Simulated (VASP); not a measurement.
A run of VASP 6.6.1:

File INCAR:

```
SYSTEM = GaReSi
PREC = Accurate
ENCUT = 600
EDIFF = 1E-6
ISMEAR = 0
SIGMA = 0.01
LREAL = .False.
LASPH = .True.
NELM = 100
ALGO = Normal
ISIF = 3
LWAVE = .False.
LCHARG = .False.
GGA = PE
IVDW = 12
IBRION = 2
NSW = 70
EDIFFG = -0.005
```

KPOINTS

```
Automatic mesh
0
Gamma
  12 12 6
  0 0 0
```

File POSCAR:

```
GaReSi
1.0
    3.2103103542      0.0000000000      0.0000000000
    0.0000000000      3.2103103542      0.0000000000
    0.0000000000      0.0000000000      8.1154343491
Ga Si Re
2 2 2
Direct
    0.5000000000      0.0000000000      0.9136582377
    0.0000000000      0.5000000000      0.0863417623
    0.0000000000      0.5000000000      0.4155231367
    0.5000000000      0.0000000000      0.5844768633
    0.0000000000      0.5000000000      0.7287746583
    0.5000000000      0.0000000000      0.2712253417
```

Potentials or basis: VASP PAW PBE potentials, release 64 (Ga_d, Si, Re).

Run with:

```console
$ cat potpaw_PBE.64/Ga_d/POTCAR potpaw_PBE.64/Si/POTCAR potpaw_PBE.64/Re/POTCAR > POTCAR
$ mpirun -np 1 vasp_std > vasp.out
```

Hardware: 1 thread of Intel(R) Xeon(R) Platinum 8259CL CPU @ 2.50GHz (Skylake/Cascade Lake), with other jobs on the host.

Q: How long does it take, and how much memory?

A: Wall time 43 min on 1 thread of Intel(R) Xeon(R) Platinum 8259CL CPU @ 2.50GHz (Skylake/Cascade Lake) (shared host), peak memory 0.48 GiB. Counts: scf iterations 95, k points 112, ion steps 17.
